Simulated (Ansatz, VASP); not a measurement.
# Two plane-wave programs on GdO

```
Gd O
1.0
     0.00000    2.69843    2.69843
     2.69843    0.00000    2.69843
     2.69843    2.69843    0.00000
Gd O
1 1
Direct
  0.00000 0.00000 0.00000
  0.25000 0.25000 0.25000
```

Alike in both runs: task single point; functional PBE; k mesh 10 × 10 × 10; occupations gaussian, width 0.05 eV; no spin polarisation; Hubbard terms Gd f U = 6.0 eV.

|  | VASP | Ansatz |
| --- | --- | --- |
| version | VASP 6.6.1 | Ansatz 0.2.0 |
| potentials or method | VASP PAW PBE potentials, release 64 (Gd, O), cutoff 520 eV | scalar-relativistic, plane waves, PAW |
| valence electrons in the cell | 24 | 24 |

VASP gave:

| Property | Result |
| --- | --- |
| gap on the k mesh at the Fermi level (eV) | 0.44 |
| least direct gap on the mesh (eV) | 0.66 |
| pressure (GPa) | 1.3 |

Task: Estimate Ansatz's values.

Result: gap on the k mesh at the Fermi level (eV): 0.55; least direct gap on the mesh (eV): 0.90; pressure (GPa): 1.7.

The programs project onto different local orbitals, so the same U acts differently, and such runs can settle in different states. Ansatz's warnings: negative dielectric reading.

Neither program's run includes spin-orbit coupling.
